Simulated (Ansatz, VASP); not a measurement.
# Two plane-wave programs on Ti4H

Contents of INCAR:

```
PREC = Accurate
ENCUT = 520
EDIFF = 1E-7
ISMEAR = 0
SIGMA = 0.1
LREAL = F
LASPH = T
NELM = 150
ALGO = Normal
ISIF = 2
LWAVE = F
LCHARG = F
ISPIN = 2
MAGMOM = 1 1 1 1 0
LORBIT = 11
LMAXMIX = 4
GGA = PE
NBANDS = 36
```

The input KPOINTS:

```
regular mesh
0
Gamma
  6 6 6
```

The input POSCAR:

```
Ti4H
1.0
   -2.0805433591      2.0805433591      4.0927528836
    2.0805433591     -2.0805433591      4.0927528836
    2.0805433591      2.0805433591     -4.0927528836
Ti H
4 1
Direct
    0.2511418871      0.2511418871      0.0000000000
    0.7488581129      0.7488581129      0.0000000000
    0.5000000000      0.0000000000      0.5000000000
    0.0000000000      0.5000000000      0.5000000000
    0.0000000000      0.0000000000      0.0000000000
```

Input for Ansatz:

```yaml
crystal:
  lattice:
    - [-2.0805433591, 2.0805433591, 4.0927528836]
    - [2.0805433591, -2.0805433591, 4.0927528836]
    - [2.0805433591, 2.0805433591, -4.0927528836]
  atoms:
    - { symbol: Ti, position: [0.2511418871, 0.2511418871, 0.0], spin: 1.0 }
    - { symbol: Ti, position: [0.7488581129, 0.7488581129, 0.0], spin: 1.0 }
    - { symbol: Ti, position: [0.5, 0.0, 0.5], spin: 1.0 }
    - { symbol: Ti, position: [0.0, 0.5, 0.5], spin: 1.0 }
    - { symbol: H, position: [0.0, 0.0, 0.0] }
basis:
  ecutwfc: 420
kpoints:
  mp_grid: { grid: [6, 6, 6] }
hamiltonian:
  xc: pbe
scf:
  occupations: { method: gaussian, width: 0.1 }
  lower_state_search: "off"
output:
  forces: true
  stress: true
  eigenvalues: true
  populations: true
magnetization:
  spin_polarized: true
```

Change from the starting cell: species swapped into the SnF4 type (I4/mmm, No. 139).

Alike in both runs: task single point; functional PBE; k mesh 6 × 6 × 6; occupations gaussian, width 0.1 eV; collinear spin.

|  | VASP | Ansatz |
| --- | --- | --- |
| version | VASP 6.6.1 | Ansatz 0.2.0 |
| potentials or method | VASP PAW PBE potentials, release 64 (Ti_sv, H), cutoff 520 eV | scalar-relativistic, plane waves, PAW |
| valence electrons in the cell | 49 | 49 |

VASP gave:

```
gap on the k mesh at the Fermi level (eV) : none
pressure (GPa)                            : -0.2
net moment per atom (μB)                  : 0.00
```

**Question.** Estimate Ansatz's values.

**Answer.** gap on the k mesh at the Fermi level (eV): none; pressure (GPa): 0.0; net moment per atom (μB): 0.00.

A gap of «none» marks a metal or a gap that the smearing closes. Ansatz's warnings: seeded moment not kept.
